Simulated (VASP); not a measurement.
A run of VASP 6.6.1:

INCAR

```
SYSTEM = Ge
PREC = Accurate
ENCUT = 520
EDIFF = 1E-6
ISMEAR = -1
SIGMA = 0.02
LREAL = .FALSE.
LASPH = .TRUE.
NELM = 80
ALGO = Normal
ISIF = 2
LWAVE = .FALSE.
LCHARG = .TRUE.
GGA = PE
LELF = .TRUE.
LVHAR = .TRUE.
NBANDS = 36
```

The input KPOINTS:

```
Automatic mesh
0
G
  6 6 4
  0 0 0
```

The input POSCAR:

```
Ge
1.0
    4.0985940667      0.0000000000      0.0000000000
   -2.0492970333      3.5494865816      0.0000000000
    0.0000000000      0.0000000000      6.7592594664
Ge
4
Direct
    0.3333333333      0.6666666667      0.0003197902
    0.6666666667      0.3333333333      0.5003197902
    0.3333333333      0.6666666667      0.3746802098
    0.6666666667      0.3333333333      0.8746802098
```

Potentials or basis: VASP PAW PBE potentials, release 64 (Ge_d).

The run is started by

```console
$ cat potpaw_PBE.64/Ge_d/POTCAR > POTCAR
$ mpirun -np 1 vasp_std > vasp.out
```

Hardware: 1 thread of Intel(R) Xeon(R) 6975P-C (Granite Rapids) (shared host).

Problem. Estimate the wall time of this run.

Solution. It took 33 s on 1 thread of Intel(R) Xeon(R) 6975P-C (Granite Rapids) (shared host), peak memory 0.21 GiB. Counts: scf iterations 12, k points 21.
